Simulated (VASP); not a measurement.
Ge: single point with PBEsol

Crystal: Ge.

```
Ge
1.0
    -2.57449    2.57449    1.36946
     2.57449   -2.57449    1.36946
     2.57449    2.57449   -1.36946
Ge
2
Direct
  0.50000 0.50000 0.00000
  0.25000 0.75000 0.50000
```

| Property | Result |
| --- | --- |
| Program | VASP 6.6.1 |
| Task | single point |
| Functional | PBEsol |
| Potentials or basis | VASP PAW PBE potentials, release 64 (Ge_d) |
| Cutoff | 520 eV |
| k mesh | 9 × 9 × 9 |
| Occupations | fermi-dirac, width 0.05 eV |
| Spin | no spin polarisation |
| Dipole correction | no |
| Further INCAR settings | ALGO = Normal; EDIFF = 1e-06; NBANDS = 21 |

| Quantity | Value |
| --- | --- |
| Pressure | 0.7 GPa |
| Band gap on the k mesh | zero (bands 14 and 15 overlap by 4.87 eV) |

Stress tensor (GPa, compression positive):
```
0.02 0.00 0.00
0.00 0.02 0.00
0.00 0.00 2.05
```

Levels at points of the mesh, in eV from the Fermi level:
| k point | band 10 | band 11 | band 12 | band 13 | band 14 | band 15 | band 16 | band 17 | band 18 | band 19 |
| --- | --- | --- | --- | --- | --- | --- | --- | --- | --- | --- |
| (0.00, 0.00, 0.00) | -24.40 | -13.53 | -4.29 | -2.53 | -2.53 | 3.08 | 7.49 | 7.49 | 8.64 | 8.88 |

It took 84 s on 1 thread of Intel Xeon 8259CL, on a shared host, peak memory 0.19 GiB.

Caveat: the PAW data sets were made with another functional, which shifts forces and pressure a little.
